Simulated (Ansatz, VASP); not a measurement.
# Two plane-wave programs on CaO

Contents of POSCAR:

```
CaO
1.0
    0.0000000000      2.3975501265      2.3975501265
    2.3975501265      0.0000000000      2.3975501265
    2.3975501265      2.3975501265      0.0000000000
Ca O
1 1
Direct
    0.0000000000      0.0000000000      0.0000000000
    0.5000000000      0.5000000000      0.5000000000
```

The input INCAR.step1:

```
SYSTEM = CaO
ALGO = Normal ; EDIFF = 1E-4
ENCUT = 520 ; GGA = PE
ISMEAR = 0 ; LASPH = .TRUE.
LCHARG = .FALSE. ; LREAL = .FALSE.
LWAVE = .TRUE. ; NBANDS = 15
NELM = 60 ; PREC = Accurate
SIGMA = 0.01
```

INCAR.step2

```
SYSTEM = CaO
ALGO = Normal ; EDIFF = 1E-6
ENCUT = 520 ; ISIF = 2
ISMEAR = 0 ; ISTART = 1
LASPH = .TRUE. ; LCHARG = .TRUE.
LELF = .TRUE. ; LMIXTAU = .TRUE.
LREAL = .FALSE. ; LVHAR = .TRUE.
LWAVE = .FALSE. ; METAGGA = R2SCAN
NBANDS = 15 ; NELM = 60
PREC = Accurate ; SIGMA = 0.01
```

File KPOINTS:

```
k-points
0
G
  10 10 10
  0 0 0
```

Input for Ansatz:

```yaml
crystal:
  lattice:
    - [0.0, 2.3975501265, 2.3975501265]
    - [2.3975501265, 0.0, 2.3975501265]
    - [2.3975501265, 2.3975501265, 0.0]
  atoms:
    - { symbol: Ca, position: [0.0, 0.0, 0.0] }
    - { symbol: O, position: [0.5, 0.5, 0.5] }
kpoints:
  mp_grid: { grid: [10, 10, 10] }
  band_path:
    path:
      - [0.0, 0.0, 0.0]
      - [0.5, 0.0, 0.5]
      - [0.625, 0.25, 0.625]
      - [0.375, 0.375, 0.75]
      - [0.5, 0.5, 0.5]
      - [0.5, 0.25, 0.75]
    npoints: 1
hamiltonian:
  xc: r2scan
scf:
  occupations: { method: fixed }
  n_extra_bands: 4
output:
  forces: true
  stress: true
  eigenvalues: true
```

Alike in both runs: task single point; functional r2SCAN; k mesh 10 × 10 × 10; no spin polarisation.

|  | VASP | Ansatz |
| --- | --- | --- |
| version | VASP 6.6.1 | Ansatz 0.2.0 |
| potentials or method | VASP PAW PBE potentials, release 64 (Ca_sv, O) | plane waves, PAW |
| plane-wave cutoff (eV) | 520 | 500 |
| occupations | gaussian, width 0.01 eV | fixed |
| valence electrons in the cell | 16 | 16 |

|  | VASP | Ansatz | Ansatz less VASP |
| --- | --- | --- | --- |
| gap on the k mesh at the Fermi level (eV) | 4.19 | 4.20 | +0.012 |
| pressure (GPa) | 1.0 | 0.0 | -1.05 |

VASP's potentials were made for PBE, not for r2SCAN.
